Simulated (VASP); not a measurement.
Runs of VASP 6.6.1 on Rh. The structure is that of space group Im-3m (No. 229), or close to it. The cells are those of the table. 

```csv
task,cell,k mesh,cutoff (eV),gap on the mesh (eV),pressure (GPa)
single point,"a = 2.713 Å, angles 109.5°, 1 atom",18 × 18 × 18,520,none,-21.0
single point,"a = 2.664 Å, angles 109.5°, 1 atom",20 × 20 × 20,520,none,(a)
single point,"a = 2.747 Å, angles 109.5°, 1 atom",8 × 8 × 8,520,none,-26.2
relaxation of cell and atoms,"relaxed from a = 2.623 Å, angles 109.5°, 1 atom",20 × 20 × 20,600,none,0.0
single point,"a = 2.713 Å, angles 109.5°, 1 atom",8 × 8 × 8,520,none,-21.0
```

Alike in all rows: level PBEsol; potentials or basis VASP PAW PBE potentials, release 64 (Rh_pv); no spin polarisation; smearing gaussian 0.1 eV.

Problem. Estimate the missing entries.

Solution. (a) -11.3.

Caveats: the PAW data sets were made with another functional, which shifts forces and pressure a little.

A k mesh can miss the band edges, and the runs leave out spin-orbit coupling on Rh.

A gap of «none» marks levels without a gap at the run's occupations.
